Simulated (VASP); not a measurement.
# MoS2 in VASP: single point with LDA

Aim: the single point of MoS2 with LDA.

Everything below comes from runs of VASP 6.6.1. Logs are shortened: lines on timing, memory, paths and dates and some standing lists are left out, and cuts for length are marked.

## 1. The cell of the first run

The cell holds a sheet with vacuum, 6 atoms: a = 3.160 Å, b = 3.160 Å, c = 27.280 Å, α = 90.00°, β = 90.00°, γ = 120.00°.

## 2. Single point, LDA, non-collinear spin, zero start, spin-orbit coupling

Contents of INCAR:

```
PREC = Accurate ; ENCUT = 520
EDIFF = 1E-6 ; ISMEAR = 0
SIGMA = 0.01 ; LREAL = F
LASPH = T ; NELM = 150
ALGO = Normal ; ISIF = 2
LWAVE = F ; LCHARG = F
LNONCOLLINEAR = T ; MAGMOM = 0 0 0 0 0 0 0 0 0 0 0 0 0 0 0 0 0 0
LORBIT = 11 ; LSORBIT = T
GGA_COMPAT = F ; LORBMOM = T
LMAXMIX = 4 ; LDIPOL = T
IDIPOL = 3 ; DIPOL = 0.5 0.5 0.500
GGA = CA ; NBANDS = 68
```

Contents of KPOINTS:

```
regular mesh
0
Gamma
  12 12 1
```

Contents of POSCAR:

```
MoS2
1.0
    3.1600000000      0.0000000000      0.0000000000
   -1.5800000000      2.7366402760      0.0000000000
    0.0000000000      0.0000000000     27.2800000000
S Mo
4 2
Direct
    0.6666666667      0.3333333333      0.3299120235
    0.6666666667      0.3333333333      0.4446480938
    0.3333333333      0.6666666667      0.5553519062
    0.3333333333      0.6666666667      0.6700879765
    0.3333333333      0.6666666667      0.3872800587
    0.6666666667      0.3333333333      0.6127199413
```

Potentials or basis: VASP PAW LDA potentials, release 64 (S, Mo_sv).

Run with:

```bash
$ cat potpaw_LDA.64/S/POTCAR potpaw_LDA.64/Mo_sv/POTCAR > POTCAR
$ mpirun -np 1 vasp_ncl > vasp.out
```

OUTCAR:

```text
PREC = Accurate
   ENCUT = 520
   EDIFF = 1E-6
   ISMEAR = 0
   LREAL = F
   LASPH = T
   NELM = 150
   ISIF = 2
   LNONCOLLINEAR = T
   LORBIT = 11
   LSORBIT = T
   GGA = CA

 ion  position               nearest neighbor table
   1  0.667  0.333  0.330-   5 2.40   5 2.40   5 2.40
   2  0.667  0.333  0.445-   5 2.40   5 2.40   5 2.40
   3  0.333  0.667  0.555-   6 2.40   6 2.40   6 2.40
   4  0.333  0.667  0.670-   6 2.40   6 2.40   6 2.40
   5  0.333  0.667  0.387-   2 2.40   2 2.40   2 2.40   1 2.40   1 2.40   1 2.40
   6  0.667  0.333  0.613-   3 2.40   3 2.40   3 2.40   4 2.40   4 2.40   4 2.40

  LATTYP: Found a hexagonal cell.
 ALAT       =     3.1600000000
 C/A-ratio  =     8.6329113924

  Lattice vectors:

 A1 = (   3.1600000000,   0.0000000000,   0.0000000000)
 A2 = (  -1.5800000000,   2.7366402760,   0.0000000000)
 A3 = (   0.0000000000,   0.0000000000,  27.2800000000)

Analysis of symmetry for initial positions (statically):
=====================================================================
 Subroutine PRICEL returns:
 Original cell was already a primitive cell.

 Routine SETGRP: Setting up the symmetry group for a
 hexagonal supercell.

 Subroutine GETGRP returns: Found 12 space group operations
 (whereof 12 operations were pure point group operations)
 out of a pool of 24 trial point group operations.

The static configuration has the point symmetry D_3d.

Analysis of symmetry for dynamics (positions and initial velocities):
=====================================================================
 Subroutine PRICEL returns:
 Original cell was already a primitive cell.

 Routine SETGRP: Setting up the symmetry group for a
 hexagonal supercell.

 Subroutine GETGRP returns: Found 12 space group operations
 (whereof 12 operations were pure point group operations)
 out of a pool of 24 trial point group operations.

The dynamic configuration has the point symmetry D_3d.

Analysis of structural, dynamic, and magnetic symmetry:
=====================================================================
 Subroutine PRICEL returns:
 Original cell was already a primitive cell.

 Routine SETGRP: Setting up the symmetry group for a
 hexagonal supercell.

 Subroutine GETGRP returns: Found 12 space group operations
 (whereof 12 operations were pure point group operations)
 out of a pool of 24 trial point group operations.

The overall configuration has the point symmetry D_3d.

 Subroutine INISYM returns: Found 12 space group operations
 (whereof 12 operations are pure point group operations),
 and found     1 'primitive' translations

----------------------------------------------------------------------------------------

                                     Primitive cell

  volume of cell :     235.9115

  direct lattice vectors                    reciprocal lattice vectors
     3.160000000  0.000000000  0.000000000     0.316455696  0.182705781  0.000000000
    -1.580000000  2.736640276  0.000000000     0.000000000  0.365411563  0.000000000
     0.000000000  0.000000000 27.280000000     0.000000000  0.000000000  0.036656891

  length of vectors
     3.160000000  3.160000000 27.280000000     0.365411563  0.365411563  0.036656891

  position of ions in fractional coordinates (direct lattice)
     0.666666667  0.333333333  0.329912024
     0.666666667  0.333333333  0.444648094
     0.333333333  0.666666667  0.555351906
     0.333333333  0.666666667  0.670087976
     0.333333333  0.666666667  0.387280059
     0.666666667  0.333333333  0.612719941

  ion indices of the primitive-cell ions
   primitive index   ion index
                 1           1
                 2           2
                 3           3
                 4           4
                 5           5
[... 134 lines left out ...]
      1     -60.7982      1.00000
      2     -60.7982      1.00000
      3     -60.7982      1.00000
      4     -60.7982      1.00000
      5     -36.6519      1.00000
      6     -36.6519      1.00000
[... 1262 lines left out ...]
     63       3.3268      0.00000
     64       3.3268      0.00000
 [bands above 64 left out]

------------------------ aborting loop because EDIFF is reached ----------------------------------------

 vacuum level on the upper side and lower side of the slab       (xc-potential included)        -0.161        -0.161

  FORCE on cell =-STRESS in cart. coord.  units (eV):
  Direction    XX          YY          ZZ          XY          YZ          ZX
  --------------------------------------------------------------------------------------
  -------------------------------------------------------------------------------------
  Total       -3.2455000     -3.2455000     -3.0963950     -0.0000000      0.0000000     -0.0000000
  in kB      -22.0415960    -22.0415960    -21.0289589     -0.0000000      0.0000000     -0.0000000
  external PRESSURE =     -21.7040503 kB  Pullay stress =       0.0000000 kB

 VOLUME and BASIS-vectors are now :
 -----------------------------------------------------------------------------
  energy-cutoff  :      520.00
  volume of cell :      235.91
      direct lattice vectors                 reciprocal lattice vectors
     3.160000000  0.000000000  0.000000000     0.316455696  0.182705781  0.000000000
    -1.580000000  2.736640276  0.000000000     0.000000000  0.365411563  0.000000000
     0.000000000  0.000000000 27.280000000     0.000000000  0.000000000  0.036656891

 POSITION                                       TOTAL-FORCE (eV/Angst)
 -----------------------------------------------------------------------------------
      1.58000      0.91221      9.00000        -0.000000      0.000000      0.482223
      1.58000      0.91221     12.13000         0.000000     -0.000000     -0.403114
     -0.00000      1.82443     15.15000        -0.000000      0.000000      0.403114
     -0.00000      1.82443     18.28000        -0.000000     -0.000000     -0.482223
     -0.00000      1.82443     10.56500         0.000000     -0.000000     -0.034754
      1.58000      0.91221     16.71500        -0.000000      0.000000      0.034754
 -----------------------------------------------------------------------------------
    total drift:                                0.000000     -0.000000     -0.000000

  FREE ENERGIE OF THE ION-ELECTRON SYSTEM (eV)
  ---------------------------------------------------
  free  energy   TOTEN  =       -48.9999200311 eV

  energy  without entropy=      -48.9999200311  energy(sigma->0) =      -48.99992003

 vacuum level on the upper side and lower side of the slab         5.703         5.703

 orbital moment (x)

 # of ion     p       d       tot
 ----------------------------------------
  1        -0.000   0.000  -0.000
  2         0.000   0.000   0.000
  3         0.000   0.000   0.000
  4        -0.000   0.000  -0.000
  5        -0.000   0.000   0.000
  6        -0.000   0.000   0.000
 ----------------------------------------
            0.000   0.000   0.000

 orbital moment (y)

 # of ion     p       d       tot
 ----------------------------------------
  1        -0.000   0.000  -0.000
  2        -0.000   0.000  -0.000
  3        -0.000   0.000  -0.000
  4         0.000   0.000   0.000
  5        -0.000  -0.000  -0.000
  6        -0.000  -0.000  -0.000
 ----------------------------------------
           -0.000  -0.000  -0.000

 orbital moment (z)

 # of ion     p       d       tot
 ----------------------------------------
  1         0.000   0.000   0.000
  2         0.000   0.000   0.000
  3         0.000   0.000   0.000
  4         0.000   0.000   0.000
  5         0.000   0.000   0.000
  6         0.000   0.000   0.000
 ----------------------------------------
            0.000   0.000   0.000

 Spin-Orbit-Coupling matrix elements

 Ion:    1  E_soc:     -0.0023676
 l=   1
     0.0000000    -0.0003811    -0.0004215
    -0.0003811     0.0000000    -0.0003811
    -0.0004215    -0.0003811     0.0000000
 l=   2
     0.0000000     0.0000000     0.0000000     0.0000000     0.0000000
     0.0000000     0.0000000     0.0000000     0.0000000     0.0000000
     0.0000000     0.0000000     0.0000000     0.0000000     0.0000000
     0.0000000     0.0000000     0.0000000     0.0000000     0.0000000
     0.0000000     0.0000000     0.0000000     0.0000000     0.0000000
 l=   3
     0.0000000     0.0000000     0.0000000     0.0000000     0.0000000     0.0000000     0.0000000
     0.0000000     0.0000000     0.0000000     0.0000000     0.0000000     0.0000000     0.0000000
     0.0000000     0.0000000     0.0000000     0.0000000     0.0000000     0.0000000     0.0000000
     0.0000000     0.0000000     0.0000000     0.0000000     0.0000000     0.0000000     0.0000000
[... 89 lines left out ...]
 l=   2
     0.0000000    -0.0005037     0.0000000    -0.0005037    -0.0022446
    -0.0005037     0.0000000    -0.0016268    -0.0004264    -0.0005037
     0.0000000    -0.0016268     0.0000000    -0.0016268     0.0000000
    -0.0005037    -0.0004264    -0.0016268     0.0000000    -0.0005037
    -0.0022446    -0.0005037     0.0000000    -0.0005037     0.0000000
 l=   3
     0.0000000     0.0000000     0.0000000     0.0000000     0.0000000     0.0000000     0.0000000
     0.0000000     0.0000000     0.0000000     0.0000000     0.0000000     0.0000000     0.0000000
     0.0000000     0.0000000     0.0000000     0.0000000     0.0000000     0.0000000     0.0000000
     0.0000000     0.0000000     0.0000000     0.0000000     0.0000000     0.0000000     0.0000000
     0.0000000     0.0000000     0.0000000     0.0000000     0.0000000     0.0000000     0.0000000
     0.0000000     0.0000000     0.0000000     0.0000000     0.0000000     0.0000000     0.0000000
     0.0000000     0.0000000     0.0000000     0.0000000     0.0000000     0.0000000     0.0000000

 total charge

# of ion       s       p       d       tot
------------------------------------------
    1        1.361   2.330   0.000   3.692
    2        1.362   2.326   0.000   3.689
    3        1.362   2.326   0.000   3.689
    4        1.361   2.330   0.000   3.692
    5        2.296   6.225   3.977  12.498
    6        2.296   6.225   3.977  12.498
--------------------------------------------------
tot         10.040  21.763   7.954  39.757

 magnetization (x)

# of ion       s       p       d       tot
------------------------------------------
    1        0.000   0.000   0.000   0.000
    2        0.000   0.000   0.000   0.000
    3        0.000   0.000   0.000   0.000
    4        0.000   0.000   0.000   0.000
    5        0.000   0.000   0.000   0.000
    6        0.000  -0.000   0.000  -0.000
--------------------------------------------------
tot          0.000   0.000   0.000   0.000

 magnetization (y)

# of ion       s       p       d       tot
------------------------------------------
    1        0.000   0.000   0.000   0.000
    2       -0.000   0.000   0.000  -0.000
    3        0.000   0.000   0.000   0.000
    4        0.000   0.000   0.000   0.000
    5        0.000  -0.000  -0.000  -0.000
    6        0.000  -0.000  -0.000  -0.000
--------------------------------------------------
tot          0.000   0.000  -0.000   0.000

 magnetization (z)

# of ion       s       p       d       tot
------------------------------------------
    1        0.000   0.000   0.000   0.000
    2        0.000   0.000   0.000   0.000
    3        0.000   0.000   0.000   0.000
    4        0.000   0.000   0.000   0.000
    5        0.000   0.000   0.000   0.000
    6        0.000   0.000   0.000   0.000
--------------------------------------------------
tot          0.000   0.000   0.000   0.000
```

It took 25 min on 1 thread of Oxide Virtual Turin-like, shared host; peak memory 0.83 GiB.

What came out:

* Free energy: -48.9999 eV
* Largest force: 0.482 eV/Å
* Net moment: 0.00 μB per cell
* Valence electrons inside the program's atomic spheres: S 3.69; Mo 12.50

Forces in eV/Å, atoms in the order of the input:
```
S    0.000  0.000  0.482
S    0.000  0.000 -0.403
S    0.000  0.000  0.403
S    0.000  0.000 -0.482
Mo   0.000  0.000 -0.035
Mo   0.000  0.000  0.035
```

Moments on the atoms (μB; x, y, z):
```
S   0.00 0.00 0.00
S   0.00 0.00 0.00
S   0.00 0.00 0.00
S   0.00 0.00 0.00
Mo  0.00 0.00 0.00
Mo  0.00 0.00 0.00
```
